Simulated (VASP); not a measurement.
The system is AlN.

```
Al N
1.0
     0.00000    2.01948    2.01948
     2.01948    0.00000    2.01948
     2.01948    2.01948    0.00000
Al N
1 1
Cartesian
  2.0195 2.0195 2.0195
  0.0000 0.0000 0.0000
```

This cell differs from its parent crystal: strained.

Base run:

| Quantity | Value |
| --- | --- |
| Program | VASP 6.6.1 |
| Functional | PBE |
| Potentials or basis | VASP PAW PBE potentials, release 64 (Al, N) |
| Cutoff | 520 eV |
| k mesh | 10 × 10 × 10 |
| Occupations | gaussian, width 0.02 eV |
| Spin | no spin polarisation |

Its results: band gap on the k mesh 4.64 eV, indirect (least direct gap 5.72 eV); pressure 5.9 GPa.

Problem. The run is repeated on the same cell with these changes: functional from PBE to RPBE; cutoff from 520 eV to 600 eV; occupations from gaussian, width 0.02 eV to tetrahedron. What comes out?

Solution. Band gap on the k mesh 4.75 eV, indirect (least direct gap 5.74 eV); pressure 10.1 GPa.

Caveats: the PAW data sets were made with another functional, which shifts forces and pressure a little (some runs).

A k mesh can miss the band edges.
